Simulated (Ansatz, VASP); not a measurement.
**Hf2N: VASP beside Ansatz**

File INCAR:

```
SYSTEM = Hf2N
ALGO = Normal
EDIFF = 1E-7
EDIFFG = -0.01
ENCUT = 600
GGA = PS
IBRION = 2
ISIF = 3
ISMEAR = 0
LASPH = .True.
LCHARG = .False.
LREAL = .False.
LWAVE = .False.
NELM = 100
NSW = 80
PREC = Accurate
SIGMA = 0.1
```

KPOINTS

```
k-points
0
Gamma
  2 2 4
  0 0 0
```

The input POSCAR:

```
Hf2N
1.0
    5.3131240200      0.0000000000      0.0000000000
    0.0000000000      5.3131240200      0.0000000000
    0.0000000000      0.0000000000      3.2420983900
Hf N
4 2
Direct
    0.2955363700      0.2955363700      0.0000000000
    0.7044636300      0.7044636300      0.0000000000
    0.7955363700      0.2044636300      0.5000000000
    0.2044636300      0.7955363700      0.5000000000
    0.0000000000      0.0000000000      0.0000000000
    0.5000000000      0.5000000000      0.5000000000
```

Input for Ansatz:

```yaml
crystal:
  lattice:
    - [5.31312402, 0.0, 0.0]
    - [0.0, 5.31312402, 0.0]
    - [0.0, 0.0, 3.24209839]
  atoms:
    - { symbol: Hf, position: [0.29553637, 0.29553637, 0.0] }
    - { symbol: Hf, position: [0.70446363, 0.70446363, 0.0] }
    - { symbol: Hf, position: [0.79553637, 0.20446363, 0.5] }
    - { symbol: Hf, position: [0.20446363, 0.79553637, 0.5] }
    - { symbol: "N", position: [0.0, 0.0, 0.0] }
    - { symbol: "N", position: [0.5, 0.5, 0.5] }
basis:
  ecutwfc: 420
kpoints:
  mp_grid: { grid: [2, 2, 4] }
hamiltonian:
  xc: pbesol
scf:
  occupations: { method: gaussian, width: 0.1 }
output:
  forces: true
  stress: true
  eigenvalues: true
relax:
  adjacent_minimum: "off"
  f_tol: 0.01
  max_steps: 60
  cell: { stress_tol: 0.05 }
```

Alike in both runs: task relaxation of cell and atoms; functional PBEsol; k mesh 2 × 2 × 4; occupations gaussian, width 0.1 eV; no spin polarisation.

|  | VASP | Ansatz |
| --- | --- | --- |
| version | VASP 6.6.1 | Ansatz 0.2.0 |
| potentials or method | VASP PAW PBE potentials, release 64 (Hf_pv, N), cutoff 600 eV | scalar-relativistic, plane waves, PAW |
| valence electrons in the cell | 50 | 114 |

Ansatz gave:

| Property | Result |
| --- | --- |
| gap on the k mesh at the Fermi level, each at its own relaxed structure (eV) | none |
| relaxed volume (Å³/atom) | 15.05 |
| relaxed cell length with the largest relative difference (Å) | 5.280 |

Question: Which values does VASP return?

Answer: gap on the k mesh at the Fermi level, each at its own relaxed structure (eV): none; relaxed volume (Å³/atom): 14.96; relaxed cell length with the largest relative difference (Å): 5.270.

VASP's potentials were made for PBE, not for PBEsol. A gap of «none» marks a metal or a gap that the smearing closes. VASP's potentials hold 50 valence electrons a cell and Ansatz's 114, so a difference there can come from the potentials and not from the codes.

The k mesh is coarse, so the values compare programs but aren't converged. Neither program's run includes spin-orbit coupling.
